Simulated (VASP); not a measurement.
Set up this calculation in VASP 6.6.1, as the native input.

```yaml
Task: relaxation of cell and atoms
Functional: RPBE
Dispersion: D3(BJ)
Potentials_or_basis: VASP PAW PBE potentials, release 64 (Cl, Na_pv)
Cutoff: 600 eV
k_mesh: 8 × 8 × 8
Occupations: fermi-dirac, width 0.05 eV
Spin: no spin polarisation
Dipole_correction: no
Further_INCAR_settings: ALGO = Normal; EDIFF = 1e-06; IBRION = 2; EDIFFG = -0.01; NSW = 60; ISIF = 3
```

The structure of NaCl lies in POSCAR:

```
NaCl
1.0
    3.5021900000      0.0000000000      0.0000000000
    0.0000000000      3.5021900000      0.0000000000
    0.0000000000      0.0000000000      3.5021900000
Cl Na
1 1
Direct
    0.5000000000      0.5000000000      0.5000000000
    0.0000000000      0.0000000000      0.0000000000
```

The input as run:

INCAR

```
  PREC = Accurate
  ENCUT = 600
  EDIFF = 1E-6
  ISMEAR = -1
  SIGMA = 0.05
  LREAL = False
  LASPH = True
  NELM = 60
  ALGO = Normal
  ISIF = 3
  LWAVE = False
  LCHARG = False
  GGA = RP
  IVDW = 12
  IBRION = 2
  NSW = 60
  EDIFFG = -0.01
```

KPOINTS

```
regular mesh
0
Gamma
  8 8 8
```

Potentials or basis: VASP PAW PBE potentials, release 64 (Cl, Na_pv).

Run with:

```console
$ cat potpaw_PBE.64/Cl/POTCAR potpaw_PBE.64/Na_pv/POTCAR > POTCAR
$ mpirun -np 1 vasp_std > vasp.out
```

It gave:

```yaml
Relaxed_volume: 16.10 Å³/atom
Relaxed_cell: a = 3.181 Å, b = 3.181 Å, c = 3.181 Å, α = 90.00°, β = 90.00°, γ = 90.00°
Space_group_after_relaxing_to_0.05_Å: Pm-3m (No. 221)
Energy_gained_by_relaxing: 205.9 meV/atom
Ionic_steps: 15
Pressure_after_relaxing: -0.1 GPa
Band_gap_on_the_k_mesh: 5.51 eV, indirect (least direct gap 5.55 eV)
Dispersion_energy_per_atom: -1.426 eV
```

Caveat: the volume moved by over 15 % at a fixed basis, so the end points are rough; the PAW data sets were made with another functional, which shifts forces and pressure a little.

Run time: 46 s on 1 thread of Intel(R) Xeon(R) Platinum 8559C (Emerald Rapids) (shared host), peak memory 0.17 GiB.
